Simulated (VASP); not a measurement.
Set up this calculation in VASP 6.6.1, as the native input.

```
Task                   : single point
Functional             : r2SCAN
Potentials or basis    : VASP PAW PBE potentials, release 64 (Si, Mo_sv)
Cutoff                 : 550 eV
k mesh                 : 14 × 14 × 14
Occupations            : gaussian, width 0.05 eV
Spin                   : no spin polarisation
Dipole correction      : no
Further INCAR settings : ALGO = Normal; EDIFF = 1e-06; NBANDS = 18
```

The system is Si2Mo.

```
Si Mo
1.0
    -1.59683    1.59683    3.90210
     1.59683   -1.59683    3.90210
     1.59683    1.59683   -3.90210
Si Mo
2 1
Direct
  0.33523 0.33523 0.00000
  0.66477 0.66477 0.00000
  0.00000 0.00000 0.00000
```

These files were run (other wordings do the same):

POSCAR

```
Si2Mo
1.0
   -1.5968282442      1.5968282442      3.9020962779
    1.5968282442     -1.5968282442      3.9020962779
    1.5968282442      1.5968282442     -3.9020962779
Si Mo
2 1
Direct
    0.3352293352      0.3352293352      0.0000000000
    0.6647706648      0.6647706648      0.0000000000
    0.0000000000      0.0000000000      0.0000000000
```

INCAR.step1

```
PREC = Accurate
ENCUT = 550
ISMEAR = 0
SIGMA = 0.05
LREAL = F
LASPH = T
NELM = 120
NBANDS = 18
GGA = PE
ALGO = Normal
EDIFF = 1E-5
LWAVE = T
LCHARG = F
GGA_COMPAT = F
```

INCAR.step2

```
PREC = Accurate
ENCUT = 550
EDIFF = 1E-6
ISMEAR = 0
SIGMA = 0.05
LREAL = F
LASPH = T
NELM = 120
ALGO = Normal
ISIF = 2
LWAVE = F
LCHARG = F
METAGGA = R2SCAN
LMIXTAU = T
NBANDS = 18
ISTART = 1
GGA_COMPAT = F
```

KPOINTS

```
regular mesh
0
Gamma
  14 14 14
```

Potentials or basis: VASP PAW PBE potentials, release 64 (Si, Mo_sv).

Launch:

```sh
$ cat potpaw_PBE.64/Si/POTCAR potpaw_PBE.64/Mo_sv/POTCAR > POTCAR
$ cp INCAR.step1 INCAR
$ mpirun -np 1 vasp_std > vasp.out
$ cp INCAR.step2 INCAR
$ mpirun -np 1 vasp_std > vasp.out
```

It gave:

| Item | Value |
| --- | --- |
| Pressure | 1.9 GPa |
| Largest force | 0.016 eV/Å |
| Band gap on the k mesh | zero (band 11 reaches 12.88 eV, above the bottom of band 12 at 11.85 eV) |

Caveat: the PAW data sets were made with another functional, which shifts forces and pressure a little.

Run time: 6.7 min on 1 thread of Intel(R) Xeon(R) 6975P-C (Granite Rapids), on a shared host, peak memory 0.34 GiB.
